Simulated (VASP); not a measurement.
Crystal: ZnSe (Stilleite).

```xyz
2
Lattice="0.0000 2.8711 2.8711 2.8711 0.0000 2.8711 2.8711 2.8711 0.0000" Properties=species:S:1:pos:R:3 pbc="T T T"
Se    4.3066    4.3066    4.3066
Zn    0.0000    0.0000    0.0000
```

Base run:

| Quantity | Value |
| --- | --- |
| Program | VASP 6.6.1 |
| Functional | revPBE |
| Potentials or basis | VASP PAW PBE potentials, release 64 (Se, Zn) |
| Cutoff | 520 eV |
| k mesh | 8 × 8 × 8 |
| Occupations | fermi-dirac, width 0.05 eV |
| Spin | no spin polarisation |

Its results: band gap on the k mesh 1.25 eV, direct; pressure 1.5 GPa.

After a change of settings the same cell gave: band gap on the k mesh 0.91 eV, direct; pressure -5.1 GPa. Which change was it?
A. functional from revPBE to LDA; potentials or basis from VASP PAW PBE potentials, release 64 (Se, Zn) to VASP PAW LDA potentials, release 64 (Se, Zn)
B. functional from revPBE to PBEsol; further incar settings from ALGO = Normal; EDIFF = 1e-07; NBANDS = 16 to ALGO = Normal; EDIFF = 1e-06; NBANDS = 16
C. functional from revPBE to PBE; further incar settings from ALGO = Normal; EDIFF = 1e-07; NBANDS = 16 to ALGO = Normal; EDIFF = 1e-06; NBANDS = 16

A.

Caveats: the PAW data sets were made with another functional, which shifts forces and pressure a little (some runs).
